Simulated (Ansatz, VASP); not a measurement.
**Pd: VASP beside Ansatz**

```
Pd
1.0
     2.56240    0.00000    0.00000
     0.00000    2.56240    0.00000
     0.00000    0.00000    2.56240
Pd
1
Cartesian
  0.0000 0.0000 0.0000
```

Alike in both runs: task relaxation of cell and atoms; functional PBE; k mesh 13 × 13 × 13; occupations fermi-dirac, width 0.03 eV; no spin polarisation.

|  | VASP | Ansatz |
| --- | --- | --- |
| version | VASP 6.6.1 | Ansatz 0.2.0 |
| potentials or method | VASP PAW PBE potentials, release 64 (Pd) | PAW with Ansatz's default frozen-core files, scalar-relativistic |
| plane-wave cutoff (eV) | 600 | 420 |
| valence electrons in the cell | 10 | 18 |

|  | VASP | Ansatz | Ansatz less VASP |
| --- | --- | --- | --- |
| relaxed volume (Å³/atom) | 17.78 | 17.84 | +0.063 |
| relaxed cell length with the largest relative difference (Å) | 2.610 | 2.613 | +0.0031 |

VASP's potentials hold 10 valence electrons a cell and Ansatz's 18, so a difference there can come from the potentials and not from the codes.
